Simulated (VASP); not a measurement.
# AlPt (P2_13) in VASP: single point with r2SCAN

Aim: the single point of AlPt with r2SCAN.

All numbers are computed with VASP 6.6.1; they aren't measurements. Logs are shortened: lines on timing, memory, paths and dates and some standing lists are left out, and cuts for length are marked.

## (1) The cell of the first run

The structure is cubic, space group P2_13 (No. 198). The conventional cell has a = 4.879 Å, b = 4.879 Å, c = 4.879 Å, α = 90.00°, β = 90.00°, γ = 90.00°. Al (site symmetry 3) has 7 Pt at 2.60 to 2.63 Å and 6 Al at 3.02 Å within 3.4 Å. Pt (site symmetry 3) has 7 Al at 2.60 to 2.63 Å and 6 Pt at 3.02 Å within 3.4 Å.

## (2) Single point, r2SCAN

Contents of POSCAR:

```
AlPt
1.0
    4.8789300000      0.0000000000      0.0000000000
    0.0000000000      4.8789300000      0.0000000000
    0.0000000000      0.0000000000      4.8789300000
Al Pt
4 4
Direct
    0.8440300000      0.8440300000      0.8440300000
    0.1559700000      0.3440300000      0.6559700000
    0.3440300000      0.6559700000      0.1559700000
    0.6559700000      0.1559700000      0.3440300000
    0.1550600000      0.1550600000      0.1550600000
    0.3449400000      0.8449400000      0.6550600000
    0.6550600000      0.3449400000      0.8449400000
    0.8449400000      0.6550600000      0.3449400000
```

Contents of INCAR.step1:

```
  PREC = Accurate
  ENCUT = 520
  ISMEAR = -1
  SIGMA = 0.1
  LREAL = F
  LASPH = T
  NELM = 80
  NBANDS = 36
  GGA = PE
  ALGO = Normal
  EDIFF = 1E-4
  LWAVE = T
  LCHARG = F
```

Contents of INCAR.step2:

```
  PREC = Accurate
  ENCUT = 520
  EDIFF = 1E-6
  ISMEAR = -1
  SIGMA = 0.1
  LREAL = F
  LASPH = T
  NELM = 80
  ALGO = Normal
  ISIF = 2
  LWAVE = F
  LCHARG = F
  METAGGA = R2SCAN
  LMIXTAU = T
  NBANDS = 36
  ISTART = 1
```

Contents of KPOINTS:

```
regular mesh
0
Gamma
  5 5 5
```

Potentials or basis: VASP PAW PBE potentials, release 64 (Al, Pt).

Run with:

```sh
$ cat potpaw_PBE.64/Al/POTCAR potpaw_PBE.64/Pt/POTCAR > POTCAR
$ cp INCAR.step1 INCAR
$ mpirun -np 1 vasp_std > vasp.out
$ cp INCAR.step2 INCAR
$ mpirun -np 1 vasp_std > vasp.out
```

OUTCAR:

```text
PREC = Accurate
   ENCUT = 520
   EDIFF = 1E-6
   ISMEAR = -1
   LREAL = F
   LASPH = T
   NELM = 80
   ISIF = 2
   METAGGA = R2SCAN
   ISTART = 1

 ion  position               nearest neighbor table
   1  0.844  0.844  0.844-   6 2.60   7 2.60   8 2.60   6 2.61   7 2.61   8 2.61   5 2.63   3 3.02
                             4 3.02   2 3.02   4 3.02   2 3.02   3 3.02
   2  0.156  0.344  0.656-   5 2.60   6 2.60   7 2.60   6 2.61   5 2.61   7 2.61   8 2.63   1 3.02
                             3 3.02   3 3.02   1 3.02   4 3.02   4 3.02
   3  0.344  0.656  0.156-   5 2.60   6 2.60   8 2.60   8 2.61   6 2.61   5 2.61   7 2.63   1 3.02
                             2 3.02   2 3.02   4 3.02   4 3.02   1 3.02
   4  0.656  0.156  0.344-   5 2.60   7 2.60   8 2.60   7 2.61   8 2.61   5 2.61   6 2.63   1 3.02
                             1 3.02   3 3.02   2 3.02   2 3.02   3 3.02
   5  0.155  0.155  0.155-   2 2.60   3 2.60   4 2.60   4 2.61   3 2.61   2 2.61   1 2.63   8 3.02
                             8 3.02   6 3.02   6 3.02   7 3.02   7 3.02
   6  0.345  0.845  0.655-   1 2.60   2 2.60   3 2.60   3 2.61   2 2.61   1 2.61   4 2.63   7 3.02
                             7 3.02   5 3.02   8 3.02   5 3.02   8 3.02
   7  0.655  0.345  0.845-   1 2.60   2 2.60   4 2.60   2 2.61   4 2.61   1 2.61   3 2.63   6 3.02
                             6 3.02   8 3.02   8 3.02   5 3.02   5 3.02
   8  0.845  0.655  0.345-   1 2.60   3 2.60   4 2.60   4 2.61   1 2.61   3 2.61   2 2.63   5 3.02
                             5 3.02   7 3.02   7 3.02   6 3.02   6 3.02

  LATTYP: Found a simple cubic cell.
 ALAT       =     4.8789300000

  Lattice vectors:

 A1 = (   4.8789300000,   0.0000000000,   0.0000000000)
 A2 = (   0.0000000000,   4.8789300000,   0.0000000000)
 A3 = (   0.0000000000,   0.0000000000,   4.8789300000)

Analysis of symmetry for initial positions (statically):
=====================================================================
 Subroutine PRICEL returns:
 Original cell was already a primitive cell.

 Routine SETGRP: Setting up the symmetry group for a
 simple cubic supercell.

 Subroutine GETGRP returns: Found 12 space group operations
 (whereof  3 operations were pure point group operations)
 out of a pool of 48 trial point group operations.

The static configuration has the point symmetry C_3 .
 The point group associated with its full space group is T   .

Analysis of symmetry for dynamics (positions and initial velocities):
=====================================================================
 Subroutine PRICEL returns:
 Original cell was already a primitive cell.

[... 112 lines left out ...]
   ISIF   =      2    stress and relaxation
   ISYM   =      2    0-nonsym 1-usesym 2-fastsym
   POTIM  = 0.5000    time-step for ionic-motion
   TEBEG  =    0.0;   TEEND  =   0.0 temperature during run
   PSTRESS=    0.0 pullay stress
   NELECT =      52.0000    total number of electrons
   NUPDOWN=      -1.0000    fix difference up-down
   EMIN   =  10.00;   EMAX   =-10.00  energy-range for DOS
   EFERMI =   0.00;   METHOD = LEGACY
   ISMEAR =    -1;   SIGMA  =   0.10  broadening in eV -4-tet -1-fermi 0-gaus
   EFERMI_NEDOS =   21; number of points for ismear=-14 and -15
   IALGO  =     38    algorithm
   IMIX   =      4    mixing-type and parameters
     AMIX     =   0.40;   BMIX     =  1.00
     AMIX_MAG =   1.60;   BMIX_MAG =  1.00
  volume/ion in A,a.u.               =      14.52        97.97
  Fermi-wavevector in a.u.,A,eV,Ry     =   1.252424  2.366738 21.341632  1.568566
  Thomas-Fermi vector in A             =   2.386325
   LORBIT       =      0    0 simple, 1 ext, 2 COOP (PROOUT), +10 PAW based schemes
   METAGGA = R2SCAN    functional components
   LHFCALC =     F    Hartree Fock is set to
   AEXX    =    0.0000 exact exchange contribution
   IVDW    =     0    specifies the selected vdW correction
   LEPSILON=     F    determine dielectric tensor
   LRPA    =     F    only Hartree local field effects (RPA)
 non-spin polarized calculation
  energy-cutoff  :      520.00
  volume of cell :      116.14
 maximum number of plane-waves:      3145
   NGX = 19   NGY = 19   NGZ = 19

 number of electron      51.9999994 magnetization

 Free energy of the ion-electron system (eV)
  ---------------------------------------------------
  ext. energy  EPLUGINS =         0.00000000
  ---------------------------------------------------
  free energy    TOTEN  =      -241.95428519 eV

  energy without entropy =     -241.90750493  energy(sigma->0) =     -241.93089506

 E-fermi :  10.4381     XC(G=0): -13.1698

 val. band max:       10.2633024207   @ k =   0.2000   0.2000   0.2000
 cond. band min:      10.4584348766   @ k =   0.4000   0.4000   0.0000
 fundamental gap:      0.1951324558
 Fermi energy:        10.4380985641

 k-point     1 :       0.0000    0.0000    0.0000
  band No.  band energies     occupation
      1      -1.3783      2.00000
      2       3.1511      2.00000
      3       3.1511      2.00000
      4       3.1511      2.00000
      5       4.6665      2.00000
      6       4.6665      2.00000
[... 418 lines left out ...]
     35      17.9172      0.00000
     36      18.2956      0.00000

------------------------ aborting loop because EDIFF is reached ----------------------------------------

  FORCE on cell =-STRESS in cart. coord.  units (eV):
  Direction    XX          YY          ZZ          XY          YZ          ZX
  --------------------------------------------------------------------------------------
  -------------------------------------------------------------------------------------
  Total       -0.0707822     -0.0707822     -0.0707822     -0.0000000     -0.0000000     -0.0000000
  in kB       -0.9764750     -0.9764750     -0.9764750     -0.0000000     -0.0000000     -0.0000000
  external PRESSURE =      -0.9764750 kB  Pullay stress =       0.0000000 kB

 VOLUME and BASIS-vectors are now :
 -----------------------------------------------------------------------------
  energy-cutoff  :      520.00
  volume of cell :      116.14
      direct lattice vectors                 reciprocal lattice vectors
     4.878930000  0.000000000  0.000000000     0.204962973  0.000000000  0.000000000
     0.000000000  4.878930000  0.000000000     0.000000000  0.204962973  0.000000000
     0.000000000  0.000000000  4.878930000     0.000000000  0.000000000  0.204962973

 POSITION                                       TOTAL-FORCE (eV/Angst)
 -----------------------------------------------------------------------------------
      4.11796      4.11796      4.11796         0.008189      0.008189      0.008189
      0.76097      1.67850      3.20043        -0.008189      0.008189     -0.008189
      1.67850      3.20043      0.76097         0.008189     -0.008189     -0.008189
      3.20043      0.76097      1.67850        -0.008189     -0.008189      0.008189
      0.75653      0.75653      0.75653         0.004752      0.004752      0.004752
      1.68294      4.12240      3.19599        -0.004752     -0.004752      0.004752
      3.19599      1.68294      4.12240         0.004752     -0.004752     -0.004752
      4.12240      3.19599      1.68294        -0.004752      0.004752     -0.004752
 -----------------------------------------------------------------------------------
    total drift:                               -0.000000     -0.000000      0.000000

  FREE ENERGIE OF THE ION-ELECTRON SYSTEM (eV)
  ---------------------------------------------------
  free  energy   TOTEN  =      -241.9542851911 eV

  energy  without entropy=     -241.9075049326  energy(sigma->0) =     -241.93089506
```

OUTCAR.step1:

```text
PREC = Accurate
   ENCUT = 520
   ISMEAR = -1
   LREAL = F
   LASPH = T
[... 665 lines left out ...]
      0.75653      0.75653      0.75653        -0.003515     -0.003515     -0.003515
      1.68294      4.12240      3.19599         0.003515      0.003515     -0.003515
      3.19599      1.68294      4.12240        -0.003515      0.003515      0.003515
      4.12240      3.19599      1.68294         0.003515     -0.003515      0.003515
 -----------------------------------------------------------------------------------
    total drift:                                0.000000      0.000000      0.000000

  FREE ENERGIE OF THE ION-ELECTRON SYSTEM (eV)
  ---------------------------------------------------
  free  energy   TOTEN  =       -47.6832328051 eV

  energy  without entropy=      -47.6328644718  energy(sigma->0) =      -47.65804864
```

OSZICAR.step1:

```text
N       E                     dE             d eps       ncg     rms          rms(c)
DAV:   1     0.236320179009E+03    0.23632E+03   -0.23832E+04   792   0.132E+03
DAV:   2    -0.392418483404E+02   -0.27556E+03   -0.25926E+03   864   0.256E+02
DAV:   3    -0.501439294853E+02   -0.10902E+02   -0.10699E+02   980   0.454E+01
DAV:   4    -0.502644417655E+02   -0.12051E+00   -0.12036E+00   936   0.518E+00
DAV:   5    -0.502657079420E+02   -0.12662E-02   -0.12661E-02   944   0.577E-01    0.206E+01
DAV:   6    -0.479611699886E+02    0.23045E+01   -0.10156E+01   848   0.188E+01    0.715E+00
DAV:   7    -0.477591187065E+02    0.20205E+00   -0.47522E-01   844   0.408E+00    0.423E+00
DAV:   8    -0.476843849359E+02    0.74734E-01   -0.61287E-02   920   0.137E+00    0.700E-01
DAV:   9    -0.476832602531E+02    0.11247E-02   -0.41023E-03   952   0.367E-01    0.264E-01
DAV:  10    -0.476832328051E+02    0.27448E-04   -0.65810E-04   868   0.151E-01
   1 F= -.47683233E+02 E0= -.47658049E+02  d E =-.503683E-01
```

It took 90 s on 1 thread of Intel Xeon Platinum 8559C (Emerald Rapids), shared host; peak memory 0.23 GiB.

Results:

```yaml
Free_energy: -241.9543 eV
Pressure: -0.1 GPa
Largest_force: 0.014 eV/Å
Band_gap_on_the_k_mesh: zero (band 26 reaches 10.46 eV, above the bottom of band 27 at 10.15 eV)
```

Forces on the atoms (eV/Å):
```
Al   0.008  0.008  0.008
Al  -0.008  0.008 -0.008
Al   0.008 -0.008 -0.008
Al  -0.008 -0.008  0.008
Pt   0.005  0.005  0.005
Pt  -0.005 -0.005  0.005
Pt   0.005 -0.005 -0.005
Pt  -0.005  0.005 -0.005
```

Caveat: the PAW data sets were made with another functional, which shifts forces and pressure a little; spin-orbit coupling is left out, which moves the levels of the heavy elements.
